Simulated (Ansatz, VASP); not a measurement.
**ScBS3: VASP beside Ansatz**

```
CELL_PARAMETERS angstrom
4.23481 0.00000 0.00000
0.00000 4.23481 0.00000
0.00000 0.00000 4.23481
ATOMIC_POSITIONS crystal
Sc 0.50000 0.50000 0.50000
B 0.00000 0.00000 0.00000
S 0.50000 0.00000 0.00000
S 0.00000 0.50000 0.00000
S 0.00000 0.00000 0.50000
```

Alike in both runs: functional PBE; k mesh 4 × 4 × 4; occupations gaussian, width 0.1 eV; no spin polarisation.

Ansatz relaxed the structure, and its values are those at the end. VASP's run is a single point on that final structure, the one shown.

|  | VASP | Ansatz |
| --- | --- | --- |
| version | VASP 6.6.1 | Ansatz 0.2.0 |
| potentials or method | VASP PAW PBE potentials, release 64 (Sc_sv, B, S), cutoff 520 eV | scalar-relativistic, plane waves, PAW |
| valence electrons in the cell | 32 | 32 |

Ansatz gave:

| Property | Result |
| --- | --- |
| gap on the k mesh at the Fermi level (eV) | none |
| pressure (GPa) | 0.0 |

Q: Which values does VASP return?

A: gap on the k mesh at the Fermi level (eV): none; pressure (GPa): -0.1.

A gap of «none» marks a metal or a gap that the smearing closes.

The k mesh is coarse, so the values compare programs but aren't converged.
